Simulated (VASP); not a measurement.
# Si3Ni7 in VASP: further runs

Si3Ni7 is run at these levels: PBE; tasks: single point.

Program: VASP 6.6.1. These are calculated values, not measurements. Logs are shortened: lines on timing, memory, paths and dates and some standing lists are left out, and cuts for length are marked.

### Step 1. The cell of the first run

The cell holds a disordered packing, 20 atoms: a = 6.320 Å, b = 6.282 Å, c = 6.318 Å, α = 88.06°, β = 91.77°, γ = 89.07°.

### Step 2. Single point, PBE

INCAR reads:

```
SYSTEM = Si3Ni7
ALGO     = Normal         ! electronic algorithm
EDIFF    = 1E-6           ! SCF threshold, eV
ENCUT    = 400            ! plane-wave cutoff, eV
GGA      = PE             ! functional
GGA_COMPAT= .FALSE.      
ISIF     = 2              ! what is computed and relaxed
ISMEAR   = -1             ! smearing method
ISYM     = -1           
LASPH    = .TRUE.         ! aspherical terms in the spheres
LCHARG   = .FALSE.        ! write CHGCAR
LREAL    = Auto         
LWAVE    = .FALSE.        ! write WAVECAR
NBANDS   = 98             ! bands
NELM     = 120            ! most SCF steps
PREC     = Accurate       ! precision mode
SIGMA    = 0.05           ! smearing width, eV
```

KPOINTS reads:

```
explicit points
1
Reciprocal
  0.25000000   0.25000000   0.25000000 1
```

POSCAR reads:

```
Si3Ni7
1.0
    6.3191000000      0.0520890000     -0.0979460000
    0.0520890000      6.2804780000      0.1071670000
   -0.0979460000      0.1071670000      6.3162060000
Ni Si
14 6
Direct
    0.2200426579      0.1580704206      0.7233607272
    0.4391585908      0.6176306862      0.3515796033
    0.6156371532      0.3668154121      0.7050393368
    0.3785362555      0.1913084903      0.3629910353
    0.1194101630      0.4553209647      0.4721578691
    0.2337275814      0.3905755532      0.0652364523
    0.8240364039      0.6942221583      0.5418064838
    0.9526573779      0.6837478165      0.1134296091
    0.6785609984      0.9567874716      0.2446440620
    0.8558720917      0.1066630298      0.5588722868
    0.1410285918      0.8561803705      0.4400419975
    0.2665309493      0.9181470317      0.0478639515
    0.3213683437      0.6587400160      0.7575379195
    0.7380981300      0.3653230332      0.2963592679
    0.5101243376      0.9019213859      0.5630437686
    0.9637641665      0.3969229195      0.8024468813
    0.0195150708      0.1374570483      0.2483274870
    0.5838540370      0.6500295309      0.0125827835
    0.5434801607      0.1934196961      0.0058554929
    0.0223691954      0.8551170208      0.7840582855
```

Potentials or basis: VASP PAW PBE potentials, release 64 (Ni, Si).

Launch:

```
> cat potpaw_PBE.64/Ni/POTCAR potpaw_PBE.64/Si/POTCAR > POTCAR
> mpirun -np 1 vasp_std > vasp.out
```

OUTCAR:

```text
SYSTEM = Si3Ni7
   EDIFF = 1E-6
   ENCUT = 400
   GGA = PE
   ISIF = 2
   ISMEAR = -1
   ISYM = -1
   LASPH = .TRUE.
   LREAL = Auto
   NELM = 120
   PREC = Accurate

 ion  position               nearest neighbor table
   1  0.220  0.158  0.723-  16 2.27  20 2.32   5 2.47  12 2.51   4 2.52  10 2.53   6 2.65  15 2.67
                            19 2.69  11 2.69   3 2.85
   2  0.439  0.618  0.352-  15 2.31  18 2.36   5 2.41  11 2.48  14 2.49   6 2.66   4 2.71   9 2.71
                            13 2.71   7 2.74  12 2.83   3 2.87
   3  0.616  0.367  0.705-  19 2.22  16 2.28  10 2.44  13 2.63   7 2.66  18 2.69  14 2.72   1 2.85
                             4 2.85   2 2.87
   4  0.379  0.191  0.363-  15 2.31   6 2.37  17 2.39   5 2.44  19 2.51   1 2.52   9 2.53  14 2.58
                            11 2.65   2 2.71  12 2.76   3 2.85
   5  0.119  0.455  0.472-  16 2.35   2 2.41   7 2.44   4 2.44   1 2.47  11 2.53  17 2.56  13 2.57
                            14 2.70   6 2.73   8 2.81  10 2.82
   6  0.234  0.391  0.065-  16 2.34  19 2.35   4 2.37  17 2.40   8 2.57  13 2.61   1 2.65   2 2.66
                             5 2.73  18 2.79  12 2.98
   7  0.824  0.694  0.542-  20 2.23  11 2.36  15 2.37   5 2.44  16 2.57   9 2.59  10 2.61   3 2.66
                            14 2.68   2 2.74   8 2.85
   8  0.953  0.684  0.113-  20 2.37  18 2.41  12 2.53   6 2.57   9 2.59  11 2.62  14 2.68  16 2.71
                             5 2.81   7 2.85  17 3.03
   9  0.679  0.957  0.245-  19 2.22  15 2.32  17 2.45  10 2.47  18 2.53   4 2.53   8 2.59   7 2.59
                            14 2.63   2 2.71  12 2.87
  10  0.856  0.107  0.559-  17 2.25  20 2.31  14 2.38   3 2.44   9 2.47  16 2.51  11 2.52   1 2.53
                            15 2.55   7 2.61   5 2.82
  11  0.141  0.856  0.440-  17 2.22  20 2.32   7 2.36  15 2.46   2 2.48  10 2.52   5 2.53  13 2.55
                             8 2.62  12 2.64   4 2.65   1 2.69
  12  0.267  0.918  0.048-  20 2.29  17 2.47  19 2.49   1 2.51  13 2.52   8 2.53  18 2.62  11 2.64
                             4 2.76   2 2.83   9 2.87   6 2.98
  13  0.321  0.659  0.758-  20 2.25  18 2.28  15 2.30  12 2.52  11 2.55   5 2.57   6 2.61   3 2.63
                             2 2.71  16 2.83
  14  0.738  0.365  0.296-  17 2.30  10 2.38  19 2.47   2 2.49   4 2.58   9 2.63  18 2.64   7 2.68
                             8 2.68   5 2.70   3 2.72
  15  0.510  0.902  0.563-  13 2.30   4 2.31   2 2.31   9 2.32   7 2.37  11 2.46  10 2.55   1 2.67

  16  0.964  0.397  0.802-   1 2.27   3 2.28   6 2.34   5 2.35  10 2.51   7 2.57   8 2.71  13 2.83
                            20 2.91
  17  0.020  0.137  0.248-  11 2.22  10 2.25  14 2.30   4 2.39   6 2.40   9 2.45  12 2.47   5 2.56
                             8 3.03
  18  0.584  0.650  0.013-  13 2.28   2 2.36   8 2.41   9 2.53  12 2.62  14 2.64   3 2.69   6 2.79
                            19 2.89
  19  0.543  0.193  0.006-   3 2.22   9 2.22   6 2.35  14 2.47  12 2.49   4 2.51   1 2.69  18 2.89

  20  0.022  0.855  0.784-   7 2.23  13 2.25  12 2.29  10 2.31  11 2.32   1 2.32   8 2.37  16 2.91

IMPORTANT INFORMATION: All symmetrisations will be switched off!
NOSYMM: (Re-)initialisation of all symmetry stuff for point group C_1.

----------------------------------------------------------------------------------------

                                     Primitive cell

  volume of cell :     250.5200

  direct lattice vectors                    reciprocal lattice vectors
     6.319100000  0.052089000 -0.097946000     0.158299960 -0.001355187  0.002477766
     0.052089000  6.280478000  0.107167000    -0.001355187  0.159281262 -0.002723538
    -0.097946000  0.107167000  6.316206000     0.002477766 -0.002723538  0.158407525

  length of vectors
     6.320073694  6.281608229  6.317874359     0.158325150  0.159310310  0.158450311

  position of ions in fractional coordinates (direct lattice)
     0.220042658  0.158070421  0.723360727
     0.439158591  0.617630686  0.351579603
     0.615637153  0.366815412  0.705039337
     0.378536256  0.191308490  0.362991035
     0.119410163  0.455320965  0.472157869
     0.233727581  0.390575553  0.065236452
[... 12 lines left out ...]
     0.543480161  0.193419696  0.005855493
     0.022369195  0.855117021  0.784058286

  ion indices of the primitive-cell ions
   primitive index   ion index
                 1           1
                 2           2
                 3           3
                 4           4
                 5           5
                 6           6
[... 12 lines left out ...]
                19          19
                20          20

----------------------------------------------------------------------------------------

 KPOINTS: explicit points

Read explicit list of k-points.

 Found      1 k-points:

 Following reciprocal coordinates:
            Coordinates               Weight
  0.250000  0.250000  0.250000      1.000000
   k-points           NKPTS =      1   k-points in BZ     NKDIM =      1   number of bands    NBANDS=     98
   number of dos      NEDOS =    301   number of ions     NIONS =     20
   total plane-waves  NPLWV =  74088
   dimension x,y,z NGX =    42 NGY =   42 NGZ =   42
   dimension x,y,z NGXF=    84 NGYF=   84 NGZF=   84
   ions per type =              14   6
   NGX,Y,Z   is equivalent  to a cutoff of  11.05, 11.12, 11.05 a.u.
   NGXF,Y,Z  is equivalent  to a cutoff of  22.10, 22.23, 22.10 a.u.
 SYSTEM =  Si3Ni7
   PREC   = accura    normal or accurate (medium, high low for compatibility)
   ISTART =      0    job   : 0-new  1-cont  2-samecut
   ICHARG =      2    charge: 1-file 2-atom 10-const
   ISPIN  =      1    spin polarized calculation?
   LNONCOLLINEAR =      F non collinear calculations
   LSORBIT =      F    spin-orbit coupling
   LASPH  =      T    aspherical Exc in radial PAW
   ENCUT  =  400.0 eV  29.40 Ry    5.42 a.u.  10.31 10.24 10.30*2*pi/ulx,y,z
   NELM   =    120;   NELMIN=  2; NELMDL= -5     # of ELM steps
   EDIFF  = 0.1E-05   stopping-criterion for ELM
   LREAL  =      T    real-space projection
   EDIFFG = 0.1E-04   stopping-criterion for IOM
   NSW    =      0    number of steps for IOM
   IBRION =     -1    ionic relax: 0-MD 1-quasi-New 2-CG
   NFREE  =      0    steps in history (QN), initial steepest desc. (CG)
   ISIF   =      2    stress and relaxation
   ISYM   =     -1    0-nonsym 1-usesym 2-fastsym
   POTIM  = 0.5000    time-step for ionic-motion
   TEBEG  =    0.0;   TEEND  =   0.0 temperature during run
   PSTRESS=    0.0 pullay stress
   NELECT =     164.0000    total number of electrons
   NUPDOWN=      -1.0000    fix difference up-down
   EMIN   =  10.00;   EMAX   =-10.00  energy-range for DOS
   EFERMI =   0.00;   METHOD = LEGACY
   ISMEAR =    -1;   SIGMA  =   0.05  broadening in eV -4-tet -1-fermi 0-gaus
   EFERMI_NEDOS =   21; number of points for ismear=-14 and -15
   IALGO  =     38    algorithm
   IMIX   =      4    mixing-type and parameters
     AMIX     =   0.40;   BMIX     =  1.00
     AMIX_MAG =   1.60;   BMIX_MAG =  1.00
  volume/ion in A,a.u.               =      12.53        84.53
  Fermi-wavevector in a.u.,A,eV,Ry     =   1.421484  2.686215 27.492160  2.020617
  Thomas-Fermi vector in A             =   2.542289
   LORBIT       =      0    0 simple, 1 ext, 2 COOP (PROOUT), +10 PAW based schemes
   GGA     = PE    functional components
   LHFCALC =     F    Hartree Fock is set to
   AEXX    =    0.0000 exact exchange contribution
   IVDW    =     0    specifies the selected vdW correction
   LEPSILON=     F    determine dielectric tensor
   LRPA    =     F    only Hartree local field effects (RPA)
 non-spin polarized calculation
  energy-cutoff  :      400.00
  volume of cell :      250.52
 maximum number of plane-waves:      4547
 NGX is ok and might be reduce to    42
   NGX = 21   NGY = 21   NGZ = 21

 number of electron     164.0000013 magnetization

 Free energy of the ion-electron system (eV)
  ---------------------------------------------------
  ext. energy  EPLUGINS =         0.00000000
  ---------------------------------------------------
  free energy    TOTEN  =      -114.30586776 eV

  energy without entropy =     -114.20857857  energy(sigma->0) =     -114.25722317

 E-fermi :   8.7492     XC(G=0): -12.1578

 val. band max:        8.6416536805   @ k =   0.2500   0.2500   0.2500
 cond. band min:       8.8515442512   @ k =   0.2500   0.2500   0.2500
 fundamental gap:      0.2098905707
 Fermi energy:         8.7492407571

 k-point     1 :       0.2500    0.2500    0.2500
  band No.  band energies     occupation
      1      -1.9176      2.00000
      2      -0.5488      2.00000
      3      -0.3435      2.00000
      4      -0.2790      2.00000
      5       0.7947      2.00000
      6       1.0778      2.00000
[... 86 lines left out ...]
     93      11.6452      0.00000
     94      11.7984      0.00000
 [bands above 94 left out]

------------------------ aborting loop because EDIFF is reached ----------------------------------------

  FORCE on cell =-STRESS in cart. coord.  units (eV):
  Direction    XX          YY          ZZ          XY          YZ          ZX
  --------------------------------------------------------------------------------------
  -------------------------------------------------------------------------------------
  Total      -10.4737053    -13.6221802    -11.3736066     -4.6928926     -4.7731863     -0.2113890
  in kB      -66.9836036    -87.1193800    -72.7388382    -30.0129562    -30.5264670     -1.3519189
  external PRESSURE =     -75.6139406 kB  Pullay stress =       0.0000000 kB

 VOLUME and BASIS-vectors are now :
 -----------------------------------------------------------------------------
  energy-cutoff  :      400.00
  volume of cell :      250.52
      direct lattice vectors                 reciprocal lattice vectors
     6.319100000  0.052089000 -0.097946000     0.158299960 -0.001355187  0.002477766
     0.052089000  6.280478000  0.107167000    -0.001355187  0.159281262 -0.002723538
    -0.097946000  0.107167000  6.316206000     0.002477766 -0.002723538  0.158407525

 POSITION                                       TOTAL-FORCE (eV/Angst)
 -----------------------------------------------------------------------------------
      1.32785      1.08174      4.56428         1.328093     -0.118976      0.532284
      2.77282      3.93957      2.24383         0.092005     -0.348029     -0.130214
      3.84032      2.41140      4.43218        -0.559145      0.446158     -0.361917
      2.36642      1.26013      2.27615         0.671954     -0.022344      0.422527
      0.73204      2.91645      3.01935        -0.358539     -0.169934     -0.661382
      1.49090      2.47217      0.43101        -0.551235      0.192993     -0.344707
[... 12 lines left out ...]
      3.44381      1.24370      0.00448        -0.607492     -0.072743      0.070319
      0.10910      5.45573      5.04172        -0.702107      0.327925      0.926755
 -----------------------------------------------------------------------------------
    total drift:                                0.000423      0.003014      0.006914

  FREE ENERGIE OF THE ION-ELECTRON SYSTEM (eV)
  ---------------------------------------------------
  free  energy   TOTEN  =      -114.3058677606 eV

  energy  without entropy=     -114.2085785719  energy(sigma->0) =     -114.25722317
```

It took 2.9 min on 1 thread of AMD EPYC 7R43 (Zen 3), shared host; peak memory 0.21 GiB.

What came out:

```
Free energy   : -114.3059 eV
Pressure      : -7.6 GPa
Largest force : 1.464 eV/Å
```

Forces on the atoms (eV/Å):
```
Ni   1.328 -0.119  0.532
Ni   0.092 -0.348 -0.130
Ni  -0.559  0.446 -0.362
Ni   0.672 -0.022  0.423
Ni  -0.359 -0.170 -0.661
Ni  -0.551  0.193 -0.345
Ni  -1.067 -0.638 -0.201
Ni  -0.459 -0.145 -0.168
Ni   0.196 -0.775 -0.813
Ni  -0.308 -0.439  1.362
Ni   0.949 -0.137 -0.380
Ni   0.487  0.235  0.705
Ni   0.654 -0.480 -0.350
Ni  -0.391  0.664 -0.670
Si   0.191  0.328  0.271
Si  -0.194  0.528  0.007
Si   0.312  0.583 -0.759
Si   0.317  0.041  0.541
Si  -0.607 -0.073  0.070
Si  -0.702  0.328  0.927
```

Levels at points of the mesh, in eV from the Fermi level:
| k point | band 78 | band 79 | band 80 | band 81 | band 82 | band 83 | band 84 | band 85 | band 86 | band 87 |
| --- | --- | --- | --- | --- | --- | --- | --- | --- | --- | --- |
| (0.25, 0.25, 0.25) | -0.44 | -0.36 | -0.25 | -0.18 | -0.11 | 0.10 | 0.21 | 0.25 | 0.62 | 0.85 |

Caveat: the atoms stand as in a frame of molecular dynamics.

### Step 3. Single point, PBE

INCAR reads:

```
ALGO = Normal ; EDIFF = 1E-6
ENCUT = 400 ; GGA = PE
GGA_COMPAT = False ; ISIF = 2
ISMEAR = -1 ; ISYM = -1
LASPH = True ; LCHARG = False
LREAL = Auto ; LWAVE = False
NBANDS = 98 ; NELM = 120
PREC = Accurate ; SIGMA = 0.05
```

KPOINTS is that of step 2.

POSCAR reads:

```
Si3Ni7
1.0
    6.3191000000      0.0520890000     -0.0979460000
    0.0520890000      6.2804780000      0.1071670000
   -0.0979460000      0.1071670000      6.3162060000
Ni Si
14 6
Direct
    0.2526175578      0.1405193287      0.7196324573
    0.4224620359      0.5993273768      0.3569846122
    0.5962430088      0.3887926252      0.7091153896
    0.4078328603      0.1927404261      0.3715545668
    0.1001409952      0.4424397925      0.4664530360
    0.2286566583      0.3870962809      0.0634507579
    0.8110428189      0.6791643711      0.5307482675
    0.9550463083      0.6919739903      0.1060416948
    0.6735484327      0.9226404991      0.2086386607
    0.8389910537      0.1013527379      0.5724351215
    0.1492817218      0.8509954241      0.4268947088
    0.2894030988      0.9392822654      0.0687868340
    0.3205802849      0.6724491437      0.7502611851
    0.7444616823      0.3770792342      0.2920945887
    0.5263011212      0.9193979530      0.5814932206
    0.9640864674      0.4484466601      0.8253316516
    0.0252952576      0.1445976443      0.2471383095
    0.5668230547      0.6420552153      0.0258670980
    0.5438770649      0.2141640093      0.0155611246
    0.0084720731      0.8752644813      0.8068377341
```

Potentials or basis: VASP PAW PBE potentials, release 64 (Ni, Si).

Launch:

```
> cat potpaw_PBE.64/Ni/POTCAR potpaw_PBE.64/Si/POTCAR > POTCAR
> mpirun -np 1 vasp_std > vasp.out
```

Wall time 2.6 min (1 thread of AMD EPYC 7R43 (Zen 3), shared host); peak memory 0.21 GiB.

It converged, with:

```
Free energy   : -114.5321 eV
Pressure      : -9.2 GPa
Largest force : 1.364 eV/Å
```

Forces in eV/Å, atoms in the order of the input:
```
Ni   0.199  0.241  0.573
Ni   0.520  0.294  0.139
Ni   0.345 -0.011 -0.162
Ni  -0.170  0.300 -0.253
Ni   0.184 -0.275  0.061
Ni  -0.206  0.323  0.175
Ni  -0.016  0.659  0.086
Ni   0.139 -0.502  0.414
Ni   0.028  0.800  0.840
Ni   0.350 -0.062  0.108
Ni  -0.186  0.218  0.702
Ni  -0.305 -0.248 -0.201
Ni  -0.191 -0.013  0.180
Ni  -0.262 -0.016 -0.400
Si  -0.118 -0.592 -0.344
Si  -0.566 -0.357 -1.188
Si  -0.091  0.007  0.142
Si   0.115 -0.353 -0.281
Si   0.113 -0.659  0.021
Si   0.118  0.245 -0.614
```

Stress tensor (GPa, compression positive):
```
-8.71 -2.03 -0.45
-2.03 -9.57 -3.41
-0.45 -3.41 -9.19
```

Levels at points of the mesh, in eV from the Fermi level:
```csv
k point,band 80,band 81,band 82,band 83,band 84,band 85
"(0.25, 0.25, 0.25)",-0.27,-0.21,-0.09,0.09,0.25,0.30
```

Caveat: the atoms stand as in a frame of molecular dynamics. Spin polarisation is off, so any magnetic state and its effect on volume and gap are missing.
